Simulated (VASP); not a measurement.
Here is a VASP 6.6.1 calculation.

Contents of POSCAR:

```
Ni
1.0
    0.0000000000      1.7595826140      1.7595826140
    1.7595826140      0.0000000000      1.7595826140
    1.7595826140      1.7595826140      0.0000000000
Ni
1
Direct
    0.0000000000      0.0000000000      0.0000000000
```

Contents of INCAR.step1:

```
SYSTEM = Ni
ALGO = Normal ; EDIFF = 1E-4
ENCUT = 520 ; GGA = PE
ISMEAR = 0 ; ISPIN = 2
LASPH = .True. ; LCHARG = .False.
LMAXMIX = 4 ; LREAL = .False.
LWAVE = .True. ; MAGMOM = 0.8
NBANDS = 15 ; NELM = 150
PREC = Accurate ; SIGMA = 0.05
```

Contents of INCAR.step2:

```
SYSTEM = Ni
ALGO = Normal ; EDIFF = 1E-6
ENCUT = 520 ; ISIF = 2
ISMEAR = 0 ; ISPIN = 2
ISTART = 1 ; LASPH = .True.
LCHARG = .False. ; LMAXMIX = 4
LMIXTAU = .True. ; LORBIT = 11
LREAL = .False. ; LWAVE = .False.
MAGMOM = 0.8 ; METAGGA = R2SCAN
NBANDS = 15 ; NELM = 150
PREC = Accurate ; SIGMA = 0.05
```

File KPOINTS:

```
k-points
0
Gamma
  22 22 22
  0 0 0
```

Potentials or basis: VASP PAW PBE potentials, release 64 (Ni).

The run is started by

```bash
$ cat potpaw_PBE.64/Ni/POTCAR > POTCAR
$ cp INCAR.step1 INCAR
$ mpirun -np 1 vasp_std > vasp.out
$ cp INCAR.step2 INCAR
$ mpirun -np 1 vasp_std > vasp.out
```

Q: What does it give for the pressure?

A: -6.5 GPa.

Q: Estimate the net moment.

A: 0.75 μB per cell.

Caveat: the cell stands under tension; the PAW data sets were made with another functional, which shifts forces and pressure a little.
